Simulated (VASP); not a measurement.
Write the native input for VASP 6.6.1 that does the following.

```
Task                   : single point
Functional             : PBE
Potentials or basis    : VASP PAW PBE potentials, release 64 (K_sv)
Cutoff                 : 520 eV
k mesh                 : 14 × 14 × 14
Occupations            : gaussian, width 0.15 eV
Spin                   : no spin polarisation
Dipole correction      : no
Further INCAR settings : ALGO = Fast; EDIFF = 1e-06; NBANDS = 10
```

The structure of K lies in POSCAR:

```
K
1.0
   -2.8143500000      2.8143500000      2.6180000000
    2.8143500000     -2.8143500000      2.6180000000
    2.8143500000      2.8143500000     -2.6180000000
K
1
Direct
    0.0000000000      0.0000000000      0.0000000000
```

This cell differs from its parent crystal: strain +0.0750 x Voigt [1, 1, 0, 0, 0, 0].

The input as run:

INCAR

```
  ALGO = Fast
  EDIFF = 1E-6
  ENCUT = 520
  GGA = PE
  ISIF = 2
  ISMEAR = 0
  LASPH = T
  LCHARG = F
  LREAL = F
  LWAVE = F
  NBANDS = 10
  NELM = 100
  PREC = Accurate
  SIGMA = 0.15
```

KPOINTS

```
k-points
0
Gamma
  14 14 14
```

Potentials or basis: VASP PAW PBE potentials, release 64 (K_sv).

Launch:

```console
$ cat potpaw_PBE.64/K_sv/POTCAR > POTCAR
$ mpirun -np 1 vasp_std > vasp.out
```

It gave:

```
Pressure               : -0.3 GPa
Band gap on the k mesh : zero (an odd number of electrons rules out a gap without spin polarisation)
```

Caveat: the cell differs from its parent crystal (strain +0.0750 x Voigt [1, 1, 0, 0, 0, 0]).

Run time: 4.1 min on 1 thread of Intel Xeon 8259CL (shared host), peak memory 0.34 GiB.
